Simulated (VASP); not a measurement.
BaS: electric field gradients with LDA

BaS:

```
CELL_PARAMETERS angstrom
0.00000 3.25639 3.25639
3.25639 0.00000 3.25639
3.25639 3.25639 0.00000
ATOMIC_POSITIONS crystal
Ba 0.00000 0.00000 0.00000
S 0.50000 0.50000 0.50000
```

This cell differs from its parent crystal: volume scaled by 1.06.

* Program: VASP 6.6.1
* Task: electric field gradients
* Functional: LDA
* Potentials or basis: VASP PAW LDA potentials, release 64 (Ba_sv, S)
* Cutoff: 520 eV
* k mesh: 7 × 7 × 7
* Occupations: fermi-dirac, width 0.01 eV
* Spin: no spin polarisation
* Dipole correction: no
* Further INCAR settings: ALGO = Normal; EDIFF = 1e-08; NBANDS = 15

| Property | Result |
| --- | --- |
| Pressure | -4.0 GPa |
| Band gap on the k mesh | 2.05 eV, indirect (least direct gap 2.23 eV) |

Levels at points of the mesh, in eV from the valence-band top:
```csv
k point,band 4,band 5,band 6,band 7,band 8,band 9,band 10,band 11,band 12,band 13
"(0.00, 0.00, 0.00)",-11.26,-10.23,0.00,0.00,0.00,3.04,3.69,3.69,3.69,4.61
```

It took 43 s on 1 thread of AMD EPYC 7R13 (shared host), peak memory 0.15 GiB.

Caveat: without QUAD_EFG the Cq values of the log hold for a quadrupole moment of 1 mb, not for the nuclei; spin-orbit coupling is left out, which moves the levels of the heavy elements. A k mesh can miss the band edges.
